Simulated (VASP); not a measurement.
Si (a cell with a defect): single point with PBEsol

System: Si (a cell with a defect).

```
CELL_PARAMETERS angstrom
0.00000 5.43000 5.43000
5.43000 0.00000 5.43000
5.43000 5.43000 0.00000
ATOMIC_POSITIONS crystal
Si 0.00395 0.99638 0.99640
Si 0.13256 0.12221 0.12238
Si 0.00377 0.99666 0.50278
Si 0.12539 0.12645 0.62386
Si 0.00373 0.50258 0.99679
Si 0.12536 0.62380 0.12644
Si 0.00045 0.49982 0.49983
Si 0.12525 0.62406 0.62421
Si 0.50097 0.99929 0.99961
Si 0.62357 0.12237 0.12238
Si 0.49767 0.99689 0.50258
Si 0.62345 0.12270 0.63116
Si 0.49763 0.50252 0.99688
Si 0.62346 0.63083 0.12286
Si 0.49749 0.50275 0.50290
Si 0.62693 0.62431 0.62435
Si 0.75125 0.24925 0.24953
```

```
Program             : VASP 6.6.1
Task                : single point
Functional          : PBEsol
Potentials or basis : VASP PAW PBE potentials, release 64 (Si)
Cutoff              : 520 eV
k mesh              : 2 × 2 × 2
Occupations         : fermi-dirac, width 0.05 eV
Spin                : no spin polarisation
```

| Item | Value |
| --- | --- |
| Pressure | 3.5 GPa |
| Largest force | 0.022 eV/Å |
| Band gap on the k mesh | zero (bands 34 and 35 overlap by 0.25 eV) |

Forces on the atoms (eV/Å):
```
Si   0.011  0.004  0.002
Si  -0.006  0.005  0.005
Si  -0.007 -0.008  0.000
Si   0.013 -0.007 -0.012
Si  -0.007  0.002 -0.007
Si   0.015 -0.012 -0.006
Si   0.003 -0.002 -0.001
Si   0.013 -0.014 -0.011
Si   0.001  0.000  0.002
Si  -0.009 -0.001 -0.002
Si  -0.011  0.008  0.008
Si   0.005  0.013 -0.007
Si  -0.010  0.009  0.006
Si   0.007 -0.009  0.016
Si  -0.014  0.006  0.005
Si  -0.002  0.007  0.010
Si  -0.002 -0.003 -0.006
```

Levels at points of the mesh, in eV from the Fermi level:
| k point | band 30 | band 31 | band 32 | band 33 | band 34 | band 35 | band 36 | band 37 | band 38 | band 39 |
| --- | --- | --- | --- | --- | --- | --- | --- | --- | --- | --- |
| (0.00, 0.00, 0.00) | -1.64 | -0.73 | -0.73 | -0.73 | -0.20 | -0.20 | -0.19 | 0.08 | 0.08 | 0.47 |
| (0.50, 0.00, 0.00) | -1.47 | -1.47 | -1.32 | -1.32 | -0.29 | 0.56 | 0.56 | 0.91 | 0.91 | 1.33 |
| (0.00, 0.50, 0.00) | -1.47 | -1.47 | -1.32 | -1.32 | -0.29 | 0.56 | 0.56 | 0.91 | 0.91 | 1.33 |
| (0.00, 0.00, 0.50) | -1.47 | -1.47 | -1.32 | -1.32 | -0.29 | 0.56 | 0.56 | 0.91 | 0.91 | 1.33 |
| (0.50, 0.50, 0.50) | -1.47 | -1.47 | -1.32 | -1.32 | -0.29 | 0.56 | 0.56 | 0.91 | 0.91 | 1.33 |
| (0.50, 0.50, 0.00) | -1.92 | -1.92 | -1.78 | -0.93 | 0.06 | 0.76 | 1.08 | 1.08 | 1.18 | 1.94 |
| (0.00, 0.50, 0.50) | -1.92 | -1.92 | -1.78 | -0.92 | 0.05 | 0.76 | 1.08 | 1.09 | 1.18 | 1.94 |
| (0.50, 0.00, 0.50) | -1.92 | -1.92 | -1.78 | -0.92 | 0.05 | 0.76 | 1.08 | 1.09 | 1.18 | 1.94 |

It took 3.4 min on 1 thread of Intel(R) Xeon(R) Platinum 8488C (Sapphire Rapids), with other jobs on the host, peak memory 0.46 GiB.

Caveat: the k points lie up to 0.50 Å⁻¹ apart; the PAW data sets were made with another functional, which shifts forces and pressure a little.
